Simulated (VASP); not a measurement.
Runs of VASP 6.6.1 on In2GaP3. The structure is that of space group P3m1 (No. 156), or close to it. The cells are those of the table. 

```tsv
task	level	cell	k mesh	cutoff (eV)	gap on the mesh (eV)	pressure (GPa)	largest force (eV/Å)
single point	PBE	a = 4.071, b = 4.071, c = 10.000 Å, angles 90.0, 90.0, 120.0°, 6 atoms	12 × 12 × 4	520	(a)	1.8	0.06
single point	r2SCAN	a = 4.071, b = 4.071, c = 10.000 Å, angles 90.0, 90.0, 120.0°, 6 atoms	6 × 6 × 2	520	0.94	(b)	0.01
single point	PBE	a = 4.107, b = 4.107, c = 10.091 Å, angles 90.0, 90.0, 120.0°, 6 atoms	12 × 12 × 4	520	0.42	0.0	0.01
relaxation of cell and atoms	r2SCAN	relaxed from a = 4.107, b = 4.107, c = 10.091 Å, angles 90.0, 90.0, 120.0°, 6 atoms	6 × 6 × 2	600	0.95	0.0	-
```

Alike in all rows: potentials or basis VASP PAW PBE potentials, release 64 (Ga_d, In_d, P); no spin polarisation; smearing fermi-dirac 0.02 eV.

Question: Fill in the values left out.

Answer: (a) 0.56; (b) -0.1.

Caveats: spin-orbit coupling is left out, which moves the levels of the heavy elements; the PAW data sets were made with another functional, which shifts forces and pressure a little (some runs).

A k mesh can miss the band edges, and the runs leave out spin-orbit coupling on Ga, In.
